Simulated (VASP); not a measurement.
The system is Ho4S.

```
Ho S
1.0
     5.36236    0.00000    0.00000
    -2.68118    4.64394    0.00000
     0.00000    0.00000    5.82490
Ho S
4 1
Direct
  0.50000 0.00000 0.50000
  0.00000 0.50000 0.50000
  0.50000 0.50000 0.50000
  0.00000 0.00000 0.00000
  0.00000 0.00000 0.50000
```

The cell was generated, and may not be a known phase.

```yaml
Program: VASP 6.6.1
Task: relaxation of cell and atoms
Functional: PBE
Potentials_or_basis: VASP PAW PBE potentials, release 64 (Ho_3, S), 4f in core
Cutoff: 500 eV
k_mesh: 4 × 4 × 3
Occupations: gaussian, width 0.2 eV
Spin: no spin polarisation
```

At the start: pressure 10.4 GPa; volume 29.01 Å³/atom.

How do energy, volume and symmetry change on relaxing?

Over 6 steps the energy falls by 601.7 meV/atom and the volume is 33.41 Å³/atom (+15.2 %); space group P6/mmm (No. 191, to 0.1 Å) before and after.

Step by step:
```csv
step,energy change (eV),largest force (eV/Å),pressure (GPa),volume (Å³)
1,0.0000,0.0000,10.40,145.05
2,-2.5193,0.0000,-3.53,185.26
3,-2.5221,0.0000,-3.62,186.08
4,-2.9750,0.0000,-0.45,170.11
5,-2.9833,0.0000,-0.96,171.70
6,-3.0086,0.0000,-0.23,167.07
```

Final structure:
```yaml
crystal:
  lattice:
    - [6.22920, 0.00000, 0.00000]
    - [-3.11460, 5.39464, 0.00000]
    - [0.00000, 0.00000, 4.97170]
  atoms:
    - { symbol: Ho, position: [0.50000, 0.00000, 0.50000] }
    - { symbol: Ho, position: [0.00000, 0.50000, 0.50000] }
    - { symbol: Ho, position: [0.50000, 0.50000, 0.50000] }
    - { symbol: Ho, position: [0.00000, 0.00000, 0.00000] }
    - { symbol: S, position: [0.00000, 0.00000, 0.50000] }
```

Caveat: the volume moved by over 15 % at a fixed basis, so the end points are rough; the run has no spin polarisation, though such a crystal can be magnetic.
